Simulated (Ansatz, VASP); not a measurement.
**Two plane-wave programs on TePb**

The input POSCAR:

```
TePb
1.0
    0.0000000000      3.1371233749      3.1371233749
    3.1371233749      0.0000000000      3.1371233749
    3.1371233749      3.1371233749      0.0000000000
Pb Te
1 1
Direct
    0.0000000000      0.0000000000      0.0000000000
    0.5000000000      0.5000000000      0.5000000000
```

INCAR.step1

```
PREC = Accurate ; ENCUT = 520
EDIFF = 1E-5 ; ISMEAR = 0
SIGMA = 0.01 ; LREAL = F
LASPH = T ; NELM = 80
ALGO = Normal ; ISIF = 2
LWAVE = T ; GGA = PE
NBANDS = 17
```

Contents of INCAR.step2:

```
PREC = Accurate ; ENCUT = 520
EDIFF = 1E-6 ; ISMEAR = 0
SIGMA = 0.01 ; LREAL = F
LASPH = T ; NELM = 80
ALGO = Normal ; ISIF = 2
LWAVE = F ; LCHARG = T
GGA = PE ; LHFCALC = T
HFSCREEN = 0.2079 ; PRECFOCK = Normal
LELF = T ; LVHAR = T
ISTART = 1 ; NBANDS = 17
```

Contents of KPOINTS:

```
Automatic mesh
0
Gamma
  6 6 6
```

Input for Ansatz:

```yaml
crystal:
  lattice:
    - [0.0, 3.1371233749, 3.1371233749]
    - [3.1371233749, 0.0, 3.1371233749]
    - [3.1371233749, 3.1371233749, 0.0]
  atoms:
    - { symbol: Pb, position: [0.0, 0.0, 0.0] }
    - { symbol: Te, position: [0.5, 0.5, 0.5] }
kpoints:
  mp_grid: { grid: [6, 6, 6] }
  band_path:
    path:
      - [0.0, 0.0, 0.0]
      - [0.5, 0.0, 0.5]
      - [0.625, 0.25, 0.625]
      - [0.375, 0.375, 0.75]
      - [0.5, 0.5, 0.5]
      - [0.5, 0.25, 0.75]
      - [0.0, 0.0, 0.5]
    npoints: 1
hamiltonian:
  xc: hse06
scf:
  occupations: { method: fixed }
  n_extra_bands: 4
output:
  forces: true
  stress: true
  eigenvalues: true
```

Change from the starting cell: hydrostatic strain -4.0%.

Alike in both runs: task single point; functional HSE06; k mesh 6 × 6 × 6; no spin polarisation.

|  | VASP | Ansatz |
| --- | --- | --- |
| version | VASP 6.6.1 | Ansatz 0.2.0 |
| potentials or method | VASP PAW PBE potentials, release 64 (Pb_d, Te) | plane waves, PAW |
| plane-wave cutoff (eV) | 520 | 420 |
| occupations | gaussian, width 0.01 eV | fixed |
| valence electrons in the cell | 20 | 30 |

VASP gave:

| Property | Result |
| --- | --- |
| gap on the k mesh at the Fermi level (eV) | 0.81 |
| pressure (GPa) | 6.0 |

Question: Estimate Ansatz's values.

Answer: gap on the k mesh at the Fermi level (eV): 0.86; pressure (GPa): 6.2.

VASP's potentials hold 20 valence electrons a cell and Ansatz's 30, so a difference there can come from the potentials and not from the codes. Ansatz's warnings: stress exchange threshold loose, stress scf threshold loose.

Spin-orbit coupling is off throughout.
